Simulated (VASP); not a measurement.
# Zr2SiO4 in VASP: further runs, part 2 of 2

VASP 6.6.1. The steps go on from the part before.

### 3 Single point, PBE+D3(BJ), collinear spin

Contents of INCAR:

```
PREC = Accurate
ENCUT = 520
EDIFF = 1E-6
ISMEAR = 0
SIGMA = 0.05
LREAL = False
LASPH = True
NELM = 200
ALGO = Normal
ISIF = 2
LWAVE = False
LCHARG = False
ISPIN = 2
MAGMOM = 0 0 0 0 0 0 2
LORBIT = 11
LMAXMIX = 4
LDIPOL = True
IDIPOL = 3
DIPOL = 0.5 0.5 0.323
GGA = PE
IVDW = 12
NBANDS = 39
GGA_COMPAT = False
NELMDL = -8
KPAR = 4
```

Contents of KPOINTS:

```
regular mesh
0
Gamma
  9 9 1
```

Contents of POSCAR:

```
Zr2SiO4
1.0
    3.5974414580      0.0000000000      0.0000000000
   -1.7987207290      3.1154756913      0.0000000000
    0.0000000000      0.0000000000     21.3728427344
O Zr Si
4 2 1
Direct
    0.0000000000      0.0000000000      0.1871533913
    0.3333333333      0.6666666667      0.2558690668
    0.6666666667      0.3333333333      0.3197992968
    0.0000000000      0.0000000000      0.3917514782
    0.6666666667      0.3333333333      0.2215112290
    0.3333333333      0.6666666667      0.3546358399
    0.0000000000      0.1666666667      0.5321165217
```

Potentials or basis: VASP PAW PBE potentials, release 64 (O, Zr_sv, Si).

Command:

```console
$ cat potpaw_PBE.64/O/POTCAR potpaw_PBE.64/Zr_sv/POTCAR potpaw_PBE.64/Si/POTCAR > POTCAR
$ mpirun -np 4 vasp_std > vasp.out
```

OUTCAR:

```text
PREC = Accurate
   ENCUT = 520
   EDIFF = 1E-6
   ISMEAR = 0
   LREAL = False
   LASPH = True
   NELM = 200
   ISIF = 2
   ISPIN = 2
   LORBIT = 11
   GGA = PE
   IVDW = 12
   NELMDL = -8
 IVDW          = 12

 ion  position               nearest neighbor table
   1  0.000  0.000  0.187-   5 2.20   5 2.20   5 2.20
   2  0.333  0.667  0.256-   6 2.11   5 2.20   5 2.20   5 2.20
   3  0.667  0.333  0.320-   5 2.10   6 2.21   6 2.21   6 2.21
   4  0.000  0.000  0.392-   6 2.22   6 2.22   6 2.22
   5  0.667  0.333  0.222-   3 2.10   1 2.20   1 2.20   1 2.20   2 2.20   2 2.20   2 2.20   6 3.52
                             6 3.52   6 3.52
   6  0.333  0.667  0.355-   2 2.11   3 2.21   3 2.21   3 2.21   4 2.22   4 2.22   4 2.22   5 3.52
                             5 3.52   5 3.52
   7  0.000  0.167  0.532-

  LATTYP: Found a hexagonal cell.
 ALAT       =     3.5974414580
 C/A-ratio  =     5.9411231521

  Lattice vectors:

 A1 = (   3.5974414580,   0.0000000000,   0.0000000000)
 A2 = (  -1.7987207290,   3.1154756913,   0.0000000000)
 A3 = (   0.0000000000,   0.0000000000,  21.3728427344)

Analysis of symmetry for initial positions (statically):
=====================================================================
 Subroutine PRICEL returns:
 Original cell was already a primitive cell.

 Routine SETGRP: Setting up the symmetry group for a
 hexagonal supercell.

 Subroutine GETGRP returns: Found  1 space group operations
 (whereof  1 operations were pure point group operations)
 out of a pool of 24 trial point group operations.

The static configuration has the point symmetry C_1 .

Analysis of symmetry for dynamics (positions and initial velocities):
=====================================================================
 Subroutine PRICEL returns:
 Original cell was already a primitive cell.

 Routine SETGRP: Setting up the symmetry group for a
 hexagonal supercell.
[... 1172 lines left out ...]
     38       5.9616      0.00000

 [... further k-points ...]

 spin component 2

 k-point     1 :       0.0000    0.0000    0.0000
  band No.  band energies     occupation
      1     -50.0928      1.00000
      2     -50.0415      1.00000
      3     -28.5304      1.00000
      4     -28.0802      1.00000
      5     -27.9198      1.00000
      6     -27.9189      1.00000
[... 973 lines left out ...]
     37       5.3521      0.00000
     38       5.9673      0.00000

 [... further k-points ...]

 [bands above 38 left out]

------------------------ aborting loop because EDIFF is reached ----------------------------------------

 vacuum level on the upper side and lower side of the slab       (xc-potential included)         0.417        -0.413

 Edisp (eV)   -1.39099

 E8    (eV) :    -0.6093

  FORCE on cell =-STRESS in cart. coord.  units (eV):
  Direction    XX          YY          ZZ          XY          YZ          ZX
  --------------------------------------------------------------------------------------
  -------------------------------------------------------------------------------------
  Total      -8.83796    -8.81938    -0.34067     0.00442    -0.19992     0.11144
  in kB     -59.11291   -58.98859    -2.27857     0.02954    -1.33720     0.74536
  external pressure =      -40.13 kB  Pullay stress =        0.00 kB

 VOLUME and BASIS-vectors are now :
 -----------------------------------------------------------------------------
  energy-cutoff  :      520.00
  volume of cell :      239.54
      direct lattice vectors                 reciprocal lattice vectors
     3.597441458  0.000000000  0.000000000     0.277975337  0.160489135  0.000000000
    -1.798720729  3.115475691  0.000000000     0.000000000  0.320978271  0.000000000
     0.000000000  0.000000000 21.372842734     0.000000000  0.000000000  0.046788348

 POSITION                                       TOTAL-FORCE (eV/Angst)
 -----------------------------------------------------------------------------------
      0.00000      0.00000      4.00000         0.000096     -0.000416     -0.592590
     -0.00000      2.07698      5.46865        -0.000874     -0.000270      0.247168
      1.79872      1.03849      6.83502        -0.009855      0.011293      0.030377
      0.00000      0.00000      8.37284        -0.038644      0.045202     -0.033730
      1.79872      1.03849      4.73432        -0.000421      0.000283      0.255779
     -0.00000      2.07698      7.57958         0.014883      0.004208      0.366765
     -0.29979      0.51925     11.37284         0.034814     -0.060300     -0.273769
 -----------------------------------------------------------------------------------
    total drift:                                0.000010     -0.000022      0.000346

  FREE ENERGIE OF THE ION-ELECTRON SYSTEM (eV)
  ---------------------------------------------------
  free  energy   TOTEN  =       -60.0798484230 eV

  energy  without entropy=      -60.0773419144  energy(sigma->0) =      -60.07859517

 vacuum level on the upper side and lower side of the slab         5.041         4.275

 total charge

# of ion       s       p       d       tot
------------------------------------------
    1        1.560   3.459   0.000   5.019
    2        1.567   3.548   0.000   5.115
    3        1.567   3.546   0.000   5.113
    4        1.563   3.438   0.000   5.001
    5        2.169   6.038   1.324   9.531
    6        2.166   6.035   1.303   9.505
    7        0.951   0.492   0.000   1.443
--------------------------------------------------
tot         11.543  26.556   2.627  40.726

 magnetization (x)

# of ion       s       p       d       tot
------------------------------------------
    1       -0.000   0.000   0.000  -0.000
    2        0.000   0.000   0.000   0.000
    3        0.000   0.000   0.000   0.000
    4        0.000   0.002   0.000   0.002
    5        0.000   0.000   0.000   0.000
    6        0.000   0.000   0.002   0.003
    7        0.007   0.059   0.000   0.066
--------------------------------------------------
tot          0.007   0.062   0.003   0.072
```

OSZICAR:

```text
N       E                     dE             d eps       ncg     rms          rms(c)
DAV:   1     0.499356447046E+03    0.49936E+03   -0.24946E+04  6804   0.116E+03
DAV:   2    -0.158733621687E+02   -0.51523E+03   -0.49387E+03  8418   0.325E+02
DAV:   3    -0.687165108130E+02   -0.52843E+02   -0.52401E+02  8947   0.998E+01
[... 47 lines left out ...]
DAV:  51    -0.586888524173E+02   -0.53599E-05   -0.54097E-06  6244   0.351E-03    0.110E-02
DAV:  52    -0.586888591039E+02   -0.66865E-05   -0.10963E-05  6355   0.452E-03    0.970E-03
DAV:  53    -0.586888602104E+02   -0.11066E-05   -0.13041E-06  6269   0.194E-03    0.936E-03
DAV:  54    -0.586888616812E+02   -0.14707E-05   -0.10548E-06  6115   0.153E-03    0.803E-03
DAV:  55    -0.586888618154E+02   -0.13421E-06   -0.13363E-06  5944   0.192E-03
   1 F= -.60079848E+02 E0= -.60078595E+02  d E =-.250651E-02  mag=     0.2316
```

Wall time 21 min (4 MPI ranks of AMD EPYC 7R43 (Zen 3), shared host); peak memory 0.84 GiB.

Results:

- Free energy: -60.0798 eV
- Largest force: 0.593 eV/Å
- Net moment: 0.23 μB per cell
- Site moments: O -0.00, +0.00 (each value once); Zr +0.00; Si +0.07 μB
- Valence electrons inside the program's atomic spheres: O 5.02, 5.12, 5.11, 5.00; Zr 9.53, 9.51; Si 1.44
- Dispersion energy per atom: -0.199 eV

Forces in eV/Å, atoms in the order of the input:
```
O    0.000  0.000 -0.593
O   -0.001  0.000  0.247
O   -0.010  0.011  0.030
O   -0.039  0.045 -0.034
Zr   0.000  0.000  0.256
Zr   0.015  0.004  0.367
Si   0.035 -0.060 -0.274
```
